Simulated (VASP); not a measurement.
Wanted: the native input for a VASP 6.6.1 run.

| Item | Value |
| --- | --- |
| Task | relaxation of cell and atoms |
| Functional | revPBE |
| Potentials or basis | VASP PAW PBE potentials, release 64 (Sb) |
| Cutoff | 600 eV |
| k mesh | 10 × 10 × 10 |
| Occupations | fermi-dirac, width 0.1 eV |
| Spin | no spin polarisation |
| Dipole correction | no |
| Further INCAR settings | ALGO = Normal; EDIFF = 1e-07; IBRION = 2; EDIFFG = -0.01; NSW = 80; ISIF = 3 |

The structure of Sb lies in POSCAR:

```
Sb
1.0
    3.0848839383      0.0000000000      0.0000000000
    0.0000000000      3.0848839383      0.0000000000
    0.0000000000      0.0000000000      3.0848839383
Sb
1
Direct
    0.0000000000      0.0000000000      0.0000000000
```

These files were run (other wordings do the same):

INCAR

```
SYSTEM = Sb
  PREC = Accurate
  ENCUT = 600
  EDIFF = 1E-7
  ISMEAR = -1
  SIGMA = 0.1
  LREAL = .False.
  LASPH = .True.
  NELM = 100
  ALGO = Normal
  ISIF = 3
  LWAVE = .False.
  LCHARG = .False.
  GGA = RE
  IBRION = 2
  NSW = 80
  EDIFFG = -0.01
```

KPOINTS

```
Automatic mesh
0
Gamma
  10 10 10
  0 0 0
```

Potentials or basis: VASP PAW PBE potentials, release 64 (Sb).

Launch:

```console
$ cat potpaw_PBE.64/Sb/POTCAR > POTCAR
$ mpirun -np 1 vasp_std > vasp.out
```

It gave:

The relaxed volume is 30.40 Å³/atom. The relaxed cell is a = 3.121 Å, b = 3.121 Å, c = 3.121 Å, α = 90.00°, β = 90.00°, γ = 90.00°, the space group after relaxing (to 0.05 Å) is Pm-3m (No. 221) and the energy gained by relaxing is 6.5 meV/atom. The ionic steps are 3 and the pressure after relaxing is 0.0 GPa.

Caveat: the PAW data sets were made with another functional, which shifts forces and pressure a little.

Wall time 31 s on 1 thread of AMD EPYC 7R43 64-Core Processor (Zen 3) (shared host), peak memory 0.12 GiB.
